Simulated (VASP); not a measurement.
Write the native input for VASP 6.6.1 that does the following.

* Task: single point
* Functional: PBE
* Potentials or basis: VASP PAW PBE potentials, release 64 (Bi_d)
* Cutoff: 520 eV
* k mesh: 12 × 12 × 12
* Occupations: gaussian, width 0.15 eV
* Spin: no spin polarisation
* Dipole correction: no
* Further INCAR settings: ALGO = Fast; EDIFF = 1e-06; NBANDS = 22

The structure of Bi lies in POSCAR:

```
Bi
1.0
    2.5002996462      1.3123169762      3.9540000000
   -2.5002996462      1.3123169762      3.9540000000
    0.0000000000     -2.6246339523      3.9540000000
Bi
2
Direct
    0.2338900000      0.2338900000      0.2338900000
    0.7661100000      0.7661100000      0.7661100000
```

This cell differs from its parent crystal: strain +0.1000 x Voigt [1, 0, 0, 0, 0, 0].

These files were run (other wordings do the same):

INCAR

```
ALGO = Fast
EDIFF = 1E-6
ENCUT = 520
GGA = PE
ISIF = 2
ISMEAR = 0
LASPH = T
LCHARG = T
LELF = T
LREAL = F
LVHAR = T
LWAVE = F
NBANDS = 22
NELM = 100
PREC = Accurate
SIGMA = 0.15
```

KPOINTS

```
k-points
0
Gamma
  12 12 12
```

Potentials or basis: VASP PAW PBE potentials, release 64 (Bi_d).

Launch:

```sh
$ cat potpaw_PBE.64/Bi_d/POTCAR > POTCAR
$ mpirun -np 1 vasp_std > vasp.out
```

It gave:

```
Pressure               : -2.2 GPa
Largest force          : 0.233 eV/Å
Band gap on the k mesh : zero (bands 15 and 16 overlap by 0.63 eV)
```

Caveat: the cell differs from its parent crystal (strain +0.1000 x Voigt [1, 0, 0, 0, 0, 0]); spin-orbit coupling is left out, which moves the levels of the heavy elements.

Wall time 6.8 min on 1 thread of Intel(R) Xeon(R) Platinum 8488C (Sapphire Rapids), on a shared host, peak memory 0.69 GiB.
